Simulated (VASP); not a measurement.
Runs of VASP 6.6.1 on PbS (rocksalt type). The structure is that of space group Fm-3m (No. 225), or close to it. The cells are those of the table. 

```tsv
task	cell	cutoff (eV)	gap on the mesh (eV)	pressure (GPa)
single point	a = 4.048 Å, angles 60.0°, 2 atoms	520	0.14	9.7
relaxation of cell and atoms	relaxed from a = 3.809 Å, angles 60.0°, 2 atoms	600	0.70	0.0
single point	a = 3.640 Å, angles 60.0°, 2 atoms	520	0.12	64.6
single point	a = 4.224 Å, angles 60.0°, 2 atoms	520	0.70	0.0
single point	a = 3.461 Å, angles 60.0°, 2 atoms	520	(c)	116.5
single point	a = 4.138 Å, angles 60.0°, 2 atoms	520	(a)	4.1
single point	a = 3.786 Å, angles 60.0°, 2 atoms	520	0.40	(b)
```

Alike in all rows: level r2SCAN; potentials or basis VASP PAW PBE potentials, release 64 (Pb_d, S); no spin polarisation; k mesh 12 × 12 × 12; smearing fermi-dirac 0.05 eV.

Question: Fill in the values left out.

Answer: (a) 0.45; (b) 37.7; (c) none.

Caveats: the PAW data sets were made with another functional, which shifts forces and pressure a little; spin-orbit coupling is left out, which moves the levels of the heavy elements; the cell stands under pressure (at least some runs).

A k mesh can miss the band edges, and the runs leave out spin-orbit coupling on Pb.
